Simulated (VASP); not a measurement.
Write the native input for VASP 6.6.1 that does the following.

* Task: single point
* Functional: r2SCAN
* Potentials or basis: VASP PAW PBE potentials, release 64 (Sr_sv, Ga_d, Ge_d)
* Cutoff: 520 eV
* k mesh: 12 × 12 × 10
* Occupations: gaussian, width 0.1 eV
* Spin: no spin polarisation
* Dipole correction: no
* Further INCAR settings: ALGO = Normal; EDIFF = 1e-06; NBANDS = 26

The system is SrGaGe.

```xyz
3
Lattice="4.2600 0.0000 0.0000 -2.1300 3.6892 0.0000 0.0000 0.0000 4.7239" Properties=species:S:1:pos:R:3 pbc="T T T"
Sr    0.0000    0.0000    0.0000
Ga    0.0000    2.4595    2.3620
Ge    2.1300    1.2297    2.3620
```

These files were run (other wordings do the same):

POSCAR

```
SrGaGe
1.0
    4.2599712950      0.0000000000      0.0000000000
   -2.1299856475      3.6892433608      0.0000000000
    0.0000000000      0.0000000000      4.7239108753
Sr Ga Ge
1 1 1
Direct
    0.0000000000      0.0000000000      0.0000000000
    0.3333333333      0.6666666667      0.5000000000
    0.6666666667      0.3333333333      0.5000000000
```

INCAR.step1

```
ALGO = Normal
EDIFF = 1E-4
ENCUT = 520
GGA = PE
ISMEAR = 0
LASPH = True
LCHARG = False
LREAL = False
LWAVE = True
NBANDS = 26
NELM = 100
PREC = Accurate
SIGMA = 0.1
```

INCAR.step2

```
ALGO = Normal
EDIFF = 1E-6
ENCUT = 520
ISIF = 2
ISMEAR = 0
ISTART = 1
LASPH = True
LCHARG = False
LMIXTAU = True
LREAL = False
LWAVE = False
METAGGA = R2SCAN
NBANDS = 26
NELM = 100
PREC = Accurate
SIGMA = 0.1
```

KPOINTS

```
k-points
0
Gamma
  12 12 10
```

Potentials or basis: VASP PAW PBE potentials, release 64 (Sr_sv, Ga_d, Ge_d).

The run is started by

```bash
$ cat potpaw_PBE.64/Sr_sv/POTCAR potpaw_PBE.64/Ga_d/POTCAR potpaw_PBE.64/Ge_d/POTCAR > POTCAR
$ cp INCAR.step1 INCAR
$ mpirun -np 1 vasp_std > vasp.out
$ cp INCAR.step2 INCAR
$ mpirun -np 1 vasp_std > vasp.out
```

Results of the run:

The pressure is 0.1 GPa.

Caveat: the PAW data sets were made with another functional, which shifts forces and pressure a little.

Wall time 6 min on 1 thread of Intel(R) Xeon(R) Platinum 8375C CPU @ 2.90GHz (Ice Lake) (shared host), peak memory 0.37 GiB.
